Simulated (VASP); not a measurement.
A run of VASP 6.6.1:

INCAR

```
SYSTEM = SrRh6
ALGO = Fast ; EDIFF = 1E-6
ENCUT = 520 ; GGA = PE
ISIF = 2 ; ISMEAR = 0
LASPH = .TRUE. ; LCHARG = .TRUE.
LELF = .TRUE. ; LREAL = .FALSE.
LVHAR = .TRUE. ; LWAVE = .FALSE.
NBANDS = 59 ; NELM = 80
PREC = Accurate ; SIGMA = 0.1
```

The input KPOINTS:

```
k-points
0
G
  4 4 4
  0 0 0
```

The input POSCAR:

```
SrRh6
1.0
    4.6842217400      0.0000000000      0.0000000000
    0.0000000000      4.6842217400      0.0000000000
    0.0000000000      0.0000000000      4.6842217400
Sr Rh
1 6
Direct
    0.0000000000      0.0000000000      0.0000000000
    0.5000000000      0.5000000000      0.2070000000
    0.5000000000      0.5000000000      0.7930000000
    0.2070000000      0.5000000000      0.5000000000
    0.7930000000      0.5000000000      0.5000000000
    0.5000000000      0.2070000000      0.5000000000
    0.5000000000      0.7930000000      0.5000000000
```

Potentials or basis: VASP PAW PBE potentials, release 64 (Sr_sv, Rh_pv).

The run is started by

```bash
$ cat potpaw_PBE.64/Sr_sv/POTCAR potpaw_PBE.64/Rh_pv/POTCAR > POTCAR
$ mpirun -np 1 vasp_std > vasp.out
```

Hardware: 1 thread of Intel(R) Xeon(R) 6975P-C (Granite Rapids) (shared host).

Estimate the wall time of this run.

It took 33 s on 1 thread of Intel(R) Xeon(R) 6975P-C (Granite Rapids) (shared host), peak memory 0.22 GiB. Counts: scf iterations 18, k points 10.
